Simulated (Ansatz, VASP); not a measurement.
**One calculation of InAs, two programs**

```
In As
1.0
     0.00000    3.26592    2.78208
     3.26592    0.00000    2.78208
     3.26592    3.26592    0.00000
In As
1 1
Cartesian
  0.0000 0.0000 0.0000
  4.8989 4.8989 4.1731
```

Change from the starting cell: strain +0.080 along x and y, -0.080 along z, atoms carried along.

Alike in both runs: task single point; functional PBE; k mesh 14 × 14 × 14; occupations gaussian, width 0.15 eV; no spin polarisation.

```csv
,VASP,Ansatz
version,VASP 6.6.1,Ansatz 0.2.0
potentials or method,"VASP PAW PBE potentials, release 64 (In_d, As), cutoff 520 eV","scalar-relativistic, plane waves, PAW"
valence electrons in the cell,18,28
```

```csv
,VASP,Ansatz,Ansatz less VASP
gap on the k mesh at the Fermi level (eV),0.16,0.16,0.000
least direct gap on the mesh (eV),0.38,0.38,-0.001
pressure (GPa),-0.5,-0.5,-0.04
"traceless stress, the component that is largest in VASP (GPa)",2.58,2.59,+0.004
```

VASP's potentials hold 18 valence electrons a cell and Ansatz's 28, so a difference there can come from the potentials and not from the codes.
